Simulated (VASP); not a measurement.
# Ir (P6/mmm) in VASP: notebook, part 2 of 2

VASP 6.6.1. Earlier steps stand in the parts before.

## (4) Single point, PBE

The input, INCAR:

```
PREC = Accurate
ENCUT = 500
EDIFF = 1E-6
ISMEAR = -1
SIGMA = 0.005
LREAL = False
LASPH = True
NELM = 120
ALGO = Normal
ISIF = 2
LWAVE = False
LCHARG = True
GGA = PE
LELF = True
LVHAR = True
NBANDS = 20
GGA_COMPAT = False
```

The input, KPOINTS:

```
Automatic mesh
0
Gamma
  8 8 11
```

The input, POSCAR:

```
Ir
1.0
    4.3118554429      0.0000000000      0.0000000000
   -2.1559277214      3.7341763510      0.0000000000
    0.0000000000      0.0000000000      2.6494535959
Ir
3
Direct
    0.0000000000      0.0000000000      0.0000000000
    0.3333333333      0.6666666667      0.5000000000
    0.6666666667      0.3333333333      0.5000000000
```

Potentials or basis: VASP PAW PBE potentials, release 64 (Ir).

Started as:

```console
$ cat potpaw_PBE.64/Ir/POTCAR > POTCAR
$ mpirun -np 1 vasp_std > vasp.out
```

OUTCAR:

```text
PREC = Accurate
   ENCUT = 500
   EDIFF = 1E-6
   ISMEAR = -1
   LREAL = False
   LASPH = True
   NELM = 120
   ISIF = 2
   GGA = PE

 ion  position               nearest neighbor table
   1  0.000  0.000  0.000-   2 2.82   3 2.82   2 2.82   3 2.82   2 2.82   2 2.82   3 2.82   3 2.82
                             3 2.82   3 2.82   2 2.82   2 2.82
   2  0.333  0.667  0.500-   3 2.49   3 2.49   3 2.49   1 2.82   1 2.82   1 2.82   1 2.82   1 2.82
                             1 2.82
   3  0.667  0.333  0.500-   2 2.49   2 2.49   2 2.49   1 2.82   1 2.82   1 2.82   1 2.82   1 2.82
                             1 2.82

  LATTYP: Found a hexagonal cell.
 ALAT       =     4.3118554429
 C/A-ratio  =     0.6144578896

  Lattice vectors:

 A1 = (   4.3118554429,   0.0000000000,   0.0000000000)
 A2 = (  -2.1559277214,   3.7341763510,   0.0000000000)
 A3 = (   0.0000000000,   0.0000000000,   2.6494535959)

Analysis of symmetry for initial positions (statically):
=====================================================================
 Subroutine PRICEL returns:
 Original cell was already a primitive cell.

 Routine SETGRP: Setting up the symmetry group for a
 hexagonal supercell.

 Subroutine GETGRP returns: Found 24 space group operations
 (whereof 24 operations were pure point group operations)
 out of a pool of 24 trial point group operations.

The static configuration has the point symmetry D_6h.

Analysis of symmetry for dynamics (positions and initial velocities):
=====================================================================
 Subroutine PRICEL returns:
 Original cell was already a primitive cell.

 Routine SETGRP: Setting up the symmetry group for a
 hexagonal supercell.

 Subroutine GETGRP returns: Found 24 space group operations
 (whereof 24 operations were pure point group operations)
 out of a pool of 24 trial point group operations.

The dynamic configuration has the point symmetry D_6h.

 Subroutine INISYM returns: Found 24 space group operations
 (whereof 24 operations are pure point group operations),
 and found     1 'primitive' translations

----------------------------------------------------------------------------------------

                                     Primitive cell

  volume of cell :      42.6595

  direct lattice vectors                    reciprocal lattice vectors
     4.311855443  0.000000000  0.000000000     0.231918721  0.133898336  0.000000000
    -2.155927721  3.734176351  0.000000000     0.000000000  0.267796672  0.000000000
     0.000000000  0.000000000  2.649453596     0.000000000  0.000000000  0.377436314

  length of vectors
     4.311855443  4.311855443  2.649453596     0.267796672  0.267796672  0.377436314

  position of ions in fractional coordinates (direct lattice)
     0.000000000  0.000000000  0.000000000
     0.333333333  0.666666667  0.500000000
     0.666666667  0.333333333  0.500000000

  ion indices of the primitive-cell ions
   primitive index   ion index
                 1           1
                 2           2
                 3           3

----------------------------------------------------------------------------------------

 KPOINTS: Automatic mesh

Automatic generation of k-mesh.
 Grid dimensions read from file:
 generate k-points for:    8    8   11

 Generating k-lattice:

  Cartesian coordinates                     Fractional coordinates (reciprocal lattice)
     0.028989840  0.016737292  0.000000000     0.125000000  0.000000000  0.000000000
     0.000000000  0.033474584  0.000000000     0.000000000  0.125000000  0.000000000
     0.000000000  0.000000000  0.034312392     0.000000000  0.000000000  0.090909091

  Length of vectors
     0.033474584  0.033474584  0.034312392

  Shift w.r.t. Gamma in fractional coordinates (k-lattice)
     0.000000000  0.000000000  0.000000000

 Subroutine IBZKPT returns following result:
 ===========================================

 Found     60 irreducible k-points:

 Following reciprocal coordinates:
            Coordinates               Weight
  0.000000  0.000000  0.000000      1.000000
  0.125000  0.000000  0.000000      6.000000
  0.250000  0.000000  0.000000      6.000000
  0.375000  0.000000  0.000000      6.000000
  0.500000  0.000000  0.000000      3.000000
  0.125000  0.125000  0.000000      6.000000
[... 16 lines left out ...]
  0.250000  0.000000  0.181818     12.000000
  0.375000  0.000000  0.181818     12.000000
 [... further k-points ...]
   k-points           NKPTS =     60   k-points in BZ     NKDIM =     60   number of bands    NBANDS=     20
   number of dos      NEDOS =    301   number of ions     NIONS =      3
   total plane-waves  NPLWV =  20480
   dimension x,y,z NGX =    32 NGY =   32 NGZ =   20
   dimension x,y,z NGXF=    64 NGYF=   64 NGZF=   40
   ions per type =               3
   NGX,Y,Z   is equivalent  to a cutoff of  12.34, 12.34, 12.55 a.u.
   NGXF,Y,Z  is equivalent  to a cutoff of  24.68, 24.68, 25.10 a.u.
 SYSTEM =  unknown system
   PREC   = accura    normal or accurate (medium, high low for compatibility)
   ISTART =      0    job   : 0-new  1-cont  2-samecut
   ICHARG =      2    charge: 1-file 2-atom 10-const
   ISPIN  =      1    spin polarized calculation?
   LNONCOLLINEAR =      F non collinear calculations
   LSORBIT =      F    spin-orbit coupling
   LASPH  =      T    aspherical Exc in radial PAW
   ENCUT  =  500.0 eV  36.75 Ry    6.06 a.u.   7.86  7.86  4.83*2*pi/ulx,y,z
   NELM   =    120;   NELMIN=  2; NELMDL= -5     # of ELM steps
   EDIFF  = 0.1E-05   stopping-criterion for ELM
   LREAL  =      F    real-space projection
   EDIFFG = 0.1E-04   stopping-criterion for IOM
   NSW    =      0    number of steps for IOM
   IBRION =     -1    ionic relax: 0-MD 1-quasi-New 2-CG
   NFREE  =      0    steps in history (QN), initial steepest desc. (CG)
   ISIF   =      2    stress and relaxation
   ISYM   =      2    0-nonsym 1-usesym 2-fastsym
   POTIM  = 0.5000    time-step for ionic-motion
   TEBEG  =    0.0;   TEEND  =   0.0 temperature during run
   PSTRESS=    0.0 pullay stress
   NELECT =      27.0000    total number of electrons
   NUPDOWN=      -1.0000    fix difference up-down
   EMIN   =  10.00;   EMAX   =-10.00  energy-range for DOS
   EFERMI =   0.00;   METHOD = LEGACY
   ISMEAR =    -1;   SIGMA  =   0.01  broadening in eV -4-tet -1-fermi 0-gaus
   EFERMI_NEDOS =   21; number of points for ismear=-14 and -15
   IALGO  =     38    algorithm
   IMIX   =      4    mixing-type and parameters
     AMIX     =   0.40;   BMIX     =  1.00
     AMIX_MAG =   1.60;   BMIX_MAG =  1.00
  volume/ion in A,a.u.               =      14.22        95.96
  Fermi-wavevector in a.u.,A,eV,Ry     =   1.405587  2.656174 26.880677  1.975674
  Thomas-Fermi vector in A             =   2.528033
   LORBIT       =      0    0 simple, 1 ext, 2 COOP (PROOUT), +10 PAW based schemes
   GGA     = PE    functional components
   LHFCALC =     F    Hartree Fock is set to
   AEXX    =    0.0000 exact exchange contribution
   IVDW    =     0    specifies the selected vdW correction
   LEPSILON=     F    determine dielectric tensor
   LRPA    =     F    only Hartree local field effects (RPA)
 non-spin polarized calculation
  energy-cutoff  :      500.00
  volume of cell :       42.66
 maximum number of plane-waves:      1095
 NGX is ok and might be reduce to    32
   NGX = 15   NGY = 15   NGZ =  9

 number of electron      27.0000002 magnetization

 Free energy of the ion-electron system (eV)
  ---------------------------------------------------
  ext. energy  EPLUGINS =         0.00000000
  ---------------------------------------------------
  free energy    TOTEN  =       -25.41418982 eV

  energy without entropy =      -25.41352854  energy(sigma->0) =      -25.41385918

 E-fermi :  10.3394     XC(G=0): -13.9375

 val. band max:       10.3384345961   @ k =   0.2500   0.0000   0.0000
 cond. band min:      10.3438364072   @ k =   0.0000   0.0000   0.4545
 fundamental gap:      0.0054018111
 Fermi energy:        10.3394316256

 k-point     1 :       0.0000    0.0000    0.0000
  band No.  band energies     occupation
      1      -0.7388      2.00000
      2       2.9373      2.00000
      3       5.2832      2.00000
      4       5.6193      2.00000
      5       5.6193      2.00000
      6       5.6334      2.00000
[... 12 lines left out ...]
     19      18.9799      0.00000
     20      18.9822      0.00000
[... 507 lines left out ...]
 k-point    24 :       0.3750    0.0000    0.1818
  band No.  band energies     occupation
      1       2.0025      2.00000
      2       3.1118      2.00000
      3       4.0352      2.00000
      4       4.5238      2.00000
      5       4.8084      2.00000
      6       5.8076      2.00000
[... 12 lines left out ...]
     19      17.7363      0.00000
     20      22.3634      0.00000

 [... further k-points ...]
[... 5 lines left out ...]
  --------------------------------------------------------------------------------------
  -------------------------------------------------------------------------------------
  Total        5.1061177      5.1061177      4.9601838      0.0000000      0.0000000      0.0000000
  in kB      191.7723866    191.7723866    186.2914911      0.0000000      0.0000000      0.0000000
  external PRESSURE =     189.9454214 kB  Pullay stress =       0.0000000 kB

 VOLUME and BASIS-vectors are now :
 -----------------------------------------------------------------------------
  energy-cutoff  :      500.00
  volume of cell :       42.66
      direct lattice vectors                 reciprocal lattice vectors
     4.311855443  0.000000000  0.000000000     0.231918721  0.133898336  0.000000000
    -2.155927721  3.734176351  0.000000000     0.000000000  0.267796672  0.000000000
     0.000000000  0.000000000  2.649453596     0.000000000  0.000000000  0.377436314

 POSITION                                       TOTAL-FORCE (eV/Angst)
 -----------------------------------------------------------------------------------
      0.00000      0.00000      0.00000         0.000000     -0.000000      0.000000
     -0.00000      2.48945      1.32473         0.000000      0.000000     -0.000000
      2.15593      1.24473      1.32473        -0.000000      0.000000      0.000000
 -----------------------------------------------------------------------------------
    total drift:                               -0.000000      0.000000      0.000000

  FREE ENERGIE OF THE ION-ELECTRON SYSTEM (eV)
  ---------------------------------------------------
  free  energy   TOTEN  =       -25.4141898246 eV

  energy  without entropy=      -25.4135285438  energy(sigma->0) =      -25.41385918
```

OSZICAR:

```text
N       E                     dE             d eps       ncg     rms          rms(c)
DAV:   1     0.259808332087E+03    0.25981E+03   -0.11664E+04  2408   0.127E+03
DAV:   2    -0.149370401926E+02   -0.27475E+03   -0.26064E+03  2416   0.394E+02
DAV:   3    -0.266720166789E+02   -0.11735E+02   -0.10964E+02  2900   0.906E+01
DAV:   4    -0.269304831677E+02   -0.25847E+00   -0.25780E+00  2732   0.125E+01
DAV:   5    -0.269354604303E+02   -0.49773E-02   -0.49767E-02  2736   0.168E+00    0.273E+01
DAV:   6    -0.256893036439E+02    0.12462E+01   -0.21128E+00  2712   0.159E+01    0.120E+01
DAV:   7    -0.257599068661E+02   -0.70603E-01   -0.29336E+00  3280   0.168E+01    0.656E+00
DAV:   8    -0.254258592982E+02    0.33405E+00   -0.19342E+00  3296   0.126E+01    0.208E+00
DAV:   9    -0.254152776449E+02    0.10582E-01   -0.38680E-02  2580   0.210E+00    0.858E-01
DAV:  10    -0.254141703968E+02    0.11072E-02   -0.15040E-03  3432   0.415E-01    0.567E-02
DAV:  11    -0.254141863388E+02   -0.15942E-04   -0.46615E-05  2696   0.690E-02    0.251E-02
DAV:  12    -0.254141897789E+02   -0.34401E-05   -0.40245E-06  2112   0.183E-02    0.592E-03
DAV:  13    -0.254141898246E+02   -0.45706E-07   -0.59146E-07  1452   0.641E-03
   1 F= -.25414190E+02 E0= -.25413859E+02  d E =-.661281E-03
```

Wall time 24 s (1 thread of Intel Xeon 6975P-C (Granite Rapids), shared host); peak memory 0.17 GiB.

Results:

```yaml
Free_energy: -25.4142 eV
Pressure: 19.0 GPa
```

Stress tensor (GPa, compression positive):
```
19.18  0.00  0.00
 0.00 19.18  0.00
 0.00  0.00 18.63
```

Levels at points of the mesh, in eV from the Fermi level:
| k point | band 11 | band 12 | band 13 | band 14 | band 15 | band 16 | band 17 | band 18 |
| --- | --- | --- | --- | --- | --- | --- | --- | --- |
| (0.00, 0.00, 0.00) | -2.12 | -2.12 | -2.06 | -2.06 | 1.22 | 1.22 | 6.25 | 7.54 |
| (0.50, 0.00, 0.00) | -1.82 | -0.58 | -0.33 | 0.24 | 0.26 | 0.32 | 0.36 | 1.29 |

Caveat: spin-orbit coupling is left out, which moves the levels of the heavy elements.

## (5) Single point, PBE

This run uses another cell than the first one, of 14.97 Å³/atom, 1.053 times its volume.

The input, INCAR:

```
ALGO = Normal
EDIFF = 1E-6
ENCUT = 500
GGA = PE
GGA_COMPAT = F
ISIF = 2
ISMEAR = -1
LASPH = T
LCHARG = F
LREAL = F
LWAVE = F
NBANDS = 20
NELM = 120
PREC = Accurate
SIGMA = 0.08
```

The input, KPOINTS:

```
k-points
0
Gamma
  8 8 11
```

The input, POSCAR:

```
Ir
1.0
    4.3809842993      0.0000000000      0.0000000000
   -2.1904921497      3.7940436968      0.0000000000
    0.0000000000      0.0000000000      2.7015791980
Ir
3
Direct
    0.0000000000      0.0000000000      0.0000000000
    0.3333333333      0.6666666667      0.5000000000
    0.6666666667      0.3333333333      0.5000000000
```

Started as:

```console
$ cat potpaw_PBE.64/Ir/POTCAR > POTCAR
$ mpirun -np 1 vasp_std > vasp.out
```

Run time: 22 s. Hardware: 1 thread of Intel Xeon 6975P-C (Granite Rapids), shared host; peak memory 0.17 GiB.

It converged, with:

* Free energy: -25.5994 eV
* Pressure: 0.4 GPa

Stress tensor (GPa, compression positive):
```
0.43 0.00 0.00
0.00 0.43 0.00
0.00 0.00 0.23
```

Levels at points of the mesh, in eV from the Fermi level:
| k point | band 11 | band 12 | band 13 | band 14 | band 15 | band 16 | band 17 | band 18 |
| --- | --- | --- | --- | --- | --- | --- | --- | --- |
| (0.00, 0.00, 0.00) | -1.98 | -1.98 | -1.92 | -1.92 | 1.11 | 1.11 | 5.92 | 7.19 |
| (0.50, 0.00, 0.00) | -1.70 | -0.53 | -0.19 | 0.20 | 0.22 | 0.28 | 0.36 | 1.18 |

Caveat: spin-orbit coupling is left out, which moves the levels of the heavy elements.

## (6) The runs side by side

| cell | smearing | gap on the mesh (eV) | pressure (GPa) |
| --- | --- | --- | --- |
| a = 4.312, b = 4.312, c = 2.649 Å, angles 90.0, 90.0, 120.0°, 3 atoms | fermi-dirac 0.08 eV | none | 19.3 |
| a = 4.312, b = 4.312, c = 2.649 Å, angles 90.0, 90.0, 120.0°, 3 atoms | fermi-dirac 0.005 eV | none | 19.0 |
| a = 4.381, b = 4.381, c = 2.702 Å, angles 90.0, 90.0, 120.0°, 3 atoms | fermi-dirac 0.08 eV | none | 0.4 |

Alike in all rows: task single point; level PBE; potentials or basis VASP PAW PBE potentials, release 64 (Ir); no spin polarisation; k mesh 8 × 8 × 11; cutoff (eV) 500.

Caveats: spin-orbit coupling is left out, which moves the levels of the heavy elements.

Total energies depend on the potentials used, so only differences within one code and one set of settings carry meaning.
